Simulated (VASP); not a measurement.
# Ti (Fm-3m) in VASP: a series of runs, part 2 of 2

VASP 6.6.1. The steps go on from the part before.

## 4. Relaxation of cell and atoms, LDA, target pressure 75 GPa, at which the enthalpy is minimised

The input, INCAR:

```
  PREC = Accurate
  ENCUT = 600
  EDIFF = 1E-7
  ISMEAR = -1
  SIGMA = 0.05
  LREAL = F
  LASPH = T
  NELM = 100
  ALGO = Normal
  ISIF = 3
  LWAVE = F
  LCHARG = F
  IBRION = 2
  NSW = 60
  EDIFFG = -0.005
  PSTRESS = 750.0
```

The input, KPOINTS:

```
Automatic mesh
0
Gamma
  18 18 18
```

The input, POSCAR:

```
Ti
1.0
    0.0000000000      1.7800053834      1.7800053834
    1.7800053834      0.0000000000      1.7800053834
    1.7800053834      1.7800053834      0.0000000000
Ti
1
Direct
    0.0000000000      0.0000000000      0.0000000000
```

Potentials or basis: VASP PAW LDA potentials, release 64 (Ti_sv).

The run is started by

```sh
$ cat potpaw_LDA.64/Ti_sv/POTCAR > POTCAR
$ mpirun -np 1 vasp_std > vasp.out
```

OUTCAR:

```text
PREC = Accurate
   ENCUT = 600
   EDIFF = 1E-7
   ISMEAR = -1
   LREAL = F
   LASPH = T
   NELM = 100
   ISIF = 3
   IBRION = 2
   NSW = 60
   EDIFFG = -0.005
   PSTRESS = 750.0

 ion  position               nearest neighbor table
   1  0.000  0.000  0.000-

  LATTYP: Found a face centered cubic cell.
 ALAT       =     3.5600107668

  Lattice vectors:

 A1 = (   0.0000000000,   1.7800053834,   1.7800053834)
 A2 = (   1.7800053834,   0.0000000000,   1.7800053834)
 A3 = (   1.7800053834,   1.7800053834,   0.0000000000)

Analysis of symmetry for initial positions (statically):
[... 5 lines left out ...]
 face centered cubic supercell.

 Subroutine GETGRP returns: Found 48 space group operations
 (whereof 48 operations were pure point group operations)
 out of a pool of 48 trial point group operations.

The static configuration has the point symmetry O_h .

Analysis of symmetry for dynamics (positions and initial velocities):
[... 5 lines left out ...]
 face centered cubic supercell.

 Subroutine GETGRP returns: Found 48 space group operations
 (whereof 48 operations were pure point group operations)
 out of a pool of 48 trial point group operations.

The dynamic configuration has the point symmetry O_h .

 Subroutine INISYM returns: Found 48 space group operations
 (whereof 48 operations are pure point group operations),
 and found     1 'primitive' translations

----------------------------------------------------------------------------------------

                                     Primitive cell

  volume of cell :      11.2796

  direct lattice vectors                    reciprocal lattice vectors
     0.000000000  1.780005383  1.780005383    -0.280898027  0.280898027  0.280898027
     1.780005383  0.000000000  1.780005383     0.280898027 -0.280898027  0.280898027
     1.780005383  1.780005383  0.000000000     0.280898027  0.280898027 -0.280898027

  length of vectors
     2.517307754  2.517307754  2.517307754     0.486529654  0.486529654  0.486529654
[... 104 lines left out ...]
   GGA     = CA    functional components
   LHFCALC =     F    Hartree Fock is set to
   AEXX    =    0.0000 exact exchange contribution
   IVDW    =     0    specifies the selected vdW correction
   LEPSILON=     F    determine dielectric tensor
   LRPA    =     F    only Hartree local field effects (RPA)
 conjugate gradient relaxation of ions
 non-spin polarized calculation
  energy-cutoff  :      600.00
  volume of cell :       11.28
 maximum number of plane-waves:       388
   NGX =  9   NGY =  9   NGZ =  9

--------------------------------------- Ionic step        1  -------------------------------------------

 number of electron      12.0000004 magnetization

 Free energy of the ion-electron system (eV)
  ---------------------------------------------------
  ext. energy  EPLUGINS =         0.00000000
  ---------------------------------------------------
  free energy    TOTEN  =        -7.64935439 eV

  energy without entropy =       -7.64064414  energy(sigma->0) =       -7.64499926

------------------------ aborting loop because EDIFF is reached ----------------------------------------

  FORCE on cell =-STRESS in cart. coord.  units (eV):
  Direction    XX          YY          ZZ          XY          YZ          ZX
  --------------------------------------------------------------------------------------
  -------------------------------------------------------------------------------------
  Total        5.2034692      5.2034692      5.2034692     -0.0000000      0.0000000     -0.0000000
  in kB      739.1109344    739.1109344    739.1109344     -0.0000000      0.0000000     -0.0000000
  external PRESSURE =     -10.8890656 kB  Pullay stress =     750.0000000 kB
[... 61 lines left out ...]
--------------------------------------- Ionic step        3  -------------------------------------------

 number of electron      12.0000004 magnetization

 Free energy of the ion-electron system (eV)
  ---------------------------------------------------
  ext. energy  EPLUGINS =         0.00000000
  ---------------------------------------------------
  free energy    TOTEN  =        -7.63102756 eV

  energy without entropy =       -7.62234843  energy(sigma->0) =       -7.62668800

 E-fermi :  13.5028     XC(G=0): -14.0299

 val. band max:       13.4991288181   @ k =   0.2222   0.0000   0.0000
 cond. band min:      13.5093570204   @ k =  -0.2778   0.1111   0.0000
 fundamental gap:      0.0102282023
 Fermi energy:        13.5027989914

 k-point     1 :       0.0000    0.0000    0.0000
  band No.  band energies     occupation
      1     -42.2794      2.00000
      2     -17.3833      2.00000
      3     -17.3833      2.00000
      4     -17.3833      2.00000
      5       6.9838      2.00000
      6      14.4064      0.00000
      7      14.4064      0.00000
      8      14.4064      0.00000
      9      17.2805      0.00000
     10      17.2805      0.00000
[... 287 lines left out ...]
 k-point    24 :      -0.2222    0.0556    0.0000
  band No.  band energies     occupation
      1     -41.9635      2.00000
      2     -18.6347      2.00000
      3     -17.6104      2.00000
      4     -17.4969      2.00000
      5       9.3391      2.00000
      6      13.3762      1.85258
      7      14.7988      0.00000
      8      14.9380      0.00000
      9      16.8722      0.00000
     10      17.7953      0.00000

 [... further k-points ...]
[... 5 lines left out ...]
  --------------------------------------------------------------------------------------
  -------------------------------------------------------------------------------------
  Total        5.2624489      5.2624489      5.2624489      0.0000000      0.0000000      0.0000000
  in kB      750.1120987    750.1120987    750.1120987      0.0000000      0.0000000      0.0000000
  external PRESSURE =       0.1120987 kB  Pullay stress =     750.0000000 kB
[... 20 lines left out ...]
  energy  without entropy=       -7.6223484319  energy(sigma->0) =       -7.62668800

  enthalpy is  TOTEN    =        -2.3693650550 eV   P V=        5.2616625081

 reached required accuracy - stopping structural energy minimisation
```

Run time: 30 s. Hardware: 1 thread of Intel Xeon 6975P-C (Granite Rapids), shared host; peak memory 0.15 GiB.

Results:

* Free energy: -7.6310 eV
* Relaxed volume: 11.24 Å³/atom
* Relaxed cell: a = 2.514 Å, b = 2.514 Å, c = 2.514 Å, α = 60.00°, β = 60.00°, γ = 60.00°
* Space group after relaxing (to 0.05 Å): Fm-3m (No. 225)
* Energy change on relaxing (the enthalpy is what falls): +18.3 meV/atom
* Ionic steps: 3
* Pressure after relaxing: 75.0 GPa
* Band gap on the k mesh: zero (band 6 reaches 14.41 eV, above the bottom of band 7 at 12.65 eV)

Step by step:
```
step  energy change (eV)  largest force (eV/Å)  pressure (GPa)  volume (Å³)
   1              0.0000                0.0000           73.91        11.28
   2              0.0589                0.0000           77.49        11.15
   3              0.0183                0.0000           75.01        11.24
```

Final structure:
```cif
data_structure
_symmetry_space_group_name_H-M 'P 1'
_symmetry_Int_Tables_number 1
_cell_length_a 2.5144
_cell_length_b 2.5144
_cell_length_c 2.5144
_cell_angle_alpha 60.000
_cell_angle_beta 60.000
_cell_angle_gamma 60.000
_cell_volume 11.24
loop_
_atom_site_label
_atom_site_type_symbol
_atom_site_fract_x
_atom_site_fract_y
_atom_site_fract_z
_atom_site_occupancy
Ti1 Ti 0.00000 0.00000 0.00000 1
```

Levels at points of the mesh, in eV from the Fermi level:
| k point | band 3 | band 4 | band 5 | band 6 | band 7 | band 8 | band 9 | band 10 |
| --- | --- | --- | --- | --- | --- | --- | --- | --- |
| (0.00, 0.00, 0.00) | -30.89 | -30.89 | -6.52 | 0.90 | 0.90 | 0.90 | 3.78 | 3.78 |
| (0.50, 0.00, 0.00) | -31.18 | -31.18 | -3.78 | 0.63 | 0.63 | 2.80 | 5.75 | 5.75 |
| (0.50, 0.50, 0.00) | -31.74 | -31.74 | -4.61 | -3.45 | 5.72 | 6.11 | 6.29 | 6.29 |

Caveat: the cell is relaxed towards a set pressure, so the enthalpy falls and the energy may rise.

## 5. Relaxation of cell and atoms, LDA, target pressure 75 GPa, at which the enthalpy is minimised

The input, INCAR:

```
PREC = Accurate ; ENCUT = 600
EDIFF = 1E-6 ; ISMEAR = -1
SIGMA = 0.05 ; LREAL = False
LASPH = True ; NELM = 100
ALGO = Normal ; ISIF = 3
LWAVE = False ; LCHARG = False
IBRION = 2 ; NSW = 32
EDIFFG = -0.005 ; PSTRESS = 750.0
```

The input, KPOINTS:

```
regular mesh
0
Gamma
  18 18 18
```

The input, POSCAR:

```
Ti
1.0
    0.0000000000      1.7794020918      1.7794020918
    1.7794020918      0.0000000000      1.7794020918
    1.7794020918      1.7794020918      0.0000000000
Ti
1
Direct
    0.0000000000      0.0000000000      0.0000000000
```

Potentials or basis: VASP PAW LDA potentials, release 64 (Ti_sv).

The run is started by

```sh
$ cat potpaw_LDA.64/Ti_sv/POTCAR > POTCAR
$ mpirun -np 1 vasp_std > vasp.out
```

OUTCAR:

```text
PREC = Accurate
   ENCUT = 600
   EDIFF = 1E-6
   ISMEAR = -1
   LREAL = False
   LASPH = True
   NELM = 100
   ISIF = 3
   IBRION = 2
   NSW = 32
   EDIFFG = -0.005
   PSTRESS = 750.0

 ion  position               nearest neighbor table
   1  0.000  0.000  0.000-

  LATTYP: Found a face centered cubic cell.
 ALAT       =     3.5588041836

  Lattice vectors:

 A1 = (   0.0000000000,   1.7794020918,   1.7794020918)
 A2 = (   1.7794020918,   0.0000000000,   1.7794020918)
 A3 = (   1.7794020918,   1.7794020918,   0.0000000000)

Analysis of symmetry for initial positions (statically):
[... 5 lines left out ...]
 face centered cubic supercell.

 Subroutine GETGRP returns: Found 48 space group operations
 (whereof 48 operations were pure point group operations)
 out of a pool of 48 trial point group operations.

The static configuration has the point symmetry O_h .

Analysis of symmetry for dynamics (positions and initial velocities):
[... 5 lines left out ...]
 face centered cubic supercell.

 Subroutine GETGRP returns: Found 48 space group operations
 (whereof 48 operations were pure point group operations)
[... 151 lines left out ...]

  FORCE on cell =-STRESS in cart. coord.  units (eV):
  Direction    XX          YY          ZZ          XY          YZ          ZX
  --------------------------------------------------------------------------------------
  -------------------------------------------------------------------------------------
  Total        5.2212246      5.2212246      5.2212246      0.0000000      0.0000000     -0.0000000
  in kB      742.3875355    742.3875355    742.3875355      0.0000000      0.0000000     -0.0000000
  external PRESSURE =      -7.6124645 kB  Pullay stress =     750.0000000 kB
[... 61 lines left out ...]
--------------------------------------- Ionic step        3  -------------------------------------------

 number of electron      12.0000004 magnetization

 Free energy of the ion-electron system (eV)
  ---------------------------------------------------
  ext. energy  EPLUGINS =         0.00000000
  ---------------------------------------------------
  free energy    TOTEN  =        -7.63111633 eV

  energy without entropy =       -7.62243701  energy(sigma->0) =       -7.62677667

 E-fermi :  13.5025     XC(G=0): -14.0298

 val. band max:       13.4988394159   @ k =   0.2222   0.0000   0.0000
 cond. band min:      13.5090476785   @ k =  -0.2778   0.1111   0.0000
 fundamental gap:      0.0102082626
 Fermi energy:        13.5025054676

 k-point     1 :       0.0000    0.0000    0.0000
  band No.  band energies     occupation
      1     -42.2797      2.00000
      2     -17.3837      2.00000
      3     -17.3837      2.00000
      4     -17.3837      2.00000
      5       6.9835      2.00000
      6      14.4062      0.00000
      7      14.4062      0.00000
      8      14.4062      0.00000
      9      17.2801      0.00000
     10      17.2801      0.00000
[... 287 lines left out ...]
 k-point    24 :      -0.2222    0.0556    0.0000
  band No.  band energies     occupation
      1     -41.9638      2.00000
      2     -18.6350      2.00000
      3     -17.6108      2.00000
      4     -17.4973      2.00000
      5       9.3388      2.00000
      6      13.3760      1.85258
      7      14.7985      0.00000
      8      14.9377      0.00000
      9      16.8718      0.00000
     10      17.7949      0.00000

 [... further k-points ...]
[... 5 lines left out ...]
  --------------------------------------------------------------------------------------
  -------------------------------------------------------------------------------------
  Total        5.2620620      5.2620620      5.2620620      0.0000000      0.0000000      0.0000000
  in kB      750.0415123    750.0415123    750.0415123      0.0000000      0.0000000      0.0000000
  external PRESSURE =       0.0415123 kB  Pullay stress =     750.0000000 kB
[... 20 lines left out ...]
  energy  without entropy=       -7.6224370066  energy(sigma->0) =       -7.62677667

  enthalpy is  TOTEN    =        -2.3693455587 eV   P V=        5.2617707728

 reached required accuracy - stopping structural energy minimisation
```

OSZICAR:

```text
N       E                     dE             d eps       ncg     rms          rms(c)
DAV:   1     0.816503716613E+02    0.81650E+02   -0.75221E+03  3900   0.174E+03
DAV:   2    -0.395696154778E+01   -0.85607E+02   -0.83793E+02  4042   0.340E+02
DAV:   3    -0.777969231399E+01   -0.38227E+01   -0.37621E+01  4572   0.739E+01
[... 27 lines left out ...]
DAV:   5    -0.763108883657E+01   -0.11916E-03   -0.24164E-04  5834   0.914E-02    0.268E-02
DAV:   6    -0.763111288111E+01   -0.24045E-04   -0.30979E-05  4138   0.531E-02    0.349E-03
DAV:   7    -0.763111475979E+01   -0.18787E-05   -0.52599E-06  5114   0.142E-02    0.510E-03
DAV:   8    -0.763111628564E+01   -0.15259E-05   -0.44944E-06  4300   0.168E-02    0.978E-04
DAV:   9    -0.763111633148E+01   -0.45834E-07   -0.30818E-07  2020   0.517E-03
   3 F= -.23693456E+01 E0= -.23650059E+01  d E =-.708940E-04
```

Wall time 25 s (1 thread of Intel Xeon 6975P-C (Granite Rapids), shared host); peak memory 0.15 GiB.

Results:

| Item | Value |
| --- | --- |
| Free energy | -7.6311 eV |
| Relaxed volume | 11.24 Å³/atom |
| Relaxed cell | a = 2.514 Å, b = 2.514 Å, c = 2.514 Å, α = 60.00°, β = 60.00°, γ = 60.00° |
| Space group after relaxing (to 0.05 Å) | Fm-3m (No. 225) |
| Energy change on relaxing (the enthalpy is what falls) | +12.9 meV/atom |
| Ionic steps | 3 |
| Pressure after relaxing | 75.0 GPa |
| Band gap on the k mesh | zero (band 6 reaches 14.41 eV, above the bottom of band 7 at 12.65 eV) |

Step by step:
```tsv
step	energy change (eV)	largest force (eV/Å)	pressure (GPa)	volume (Å³)
1	0.0000	0.0000	74.24	11.27
2	0.0410	0.0000	76.70	11.18
3	0.0129	0.0000	75.00	11.24
```

Final structure:
```
Ti
1.0
     0.00000    1.77794    1.77794
     1.77794    0.00000    1.77794
     1.77794    1.77794    0.00000
Ti
1
Direct
  0.00000 0.00000 0.00000
```

Levels at points of the mesh, in eV from the Fermi level:
| k point | band 3 | band 4 | band 5 | band 6 | band 7 | band 8 | band 9 | band 10 |
| --- | --- | --- | --- | --- | --- | --- | --- | --- |
| (0.00, 0.00, 0.00) | -30.89 | -30.89 | -6.52 | 0.90 | 0.90 | 0.90 | 3.78 | 3.78 |
| (0.50, 0.00, 0.00) | -31.18 | -31.18 | -3.78 | 0.63 | 0.63 | 2.80 | 5.75 | 5.75 |
| (0.50, 0.50, 0.00) | -31.74 | -31.74 | -4.61 | -3.45 | 5.72 | 6.11 | 6.29 | 6.29 |

Caveat: the cell is relaxed towards a set pressure, so the enthalpy falls and the energy may rise.

## 6. Overview

| task | cell | cutoff (eV) | gap on the mesh (eV) | pressure (GPa) |
| --- | --- | --- | --- | --- |
| single point | a = 2.516 Å, angles 60.0°, 1 atom | 520 | none | 74.2 |
| relaxation of cell and atoms | relaxed to 75 GPa from a = 2.517 Å, angles 60.0°, 1 atom | 600 | none | 75.0 |
| relaxation of cell and atoms | relaxed to 75 GPa from a = 2.516 Å, angles 60.0°, 1 atom | 600 | none | 75.0 |

Alike in all rows: level LDA; potentials or basis VASP PAW LDA potentials, release 64 (Ti_sv); no spin polarisation; k mesh 18 × 18 × 18; smearing fermi-dirac 0.05 eV.

Caveats: the cell is relaxed towards a set pressure, so the enthalpy falls and the energy may rise (some runs).

Absolute energies hang on the potentials; compare differences alone.
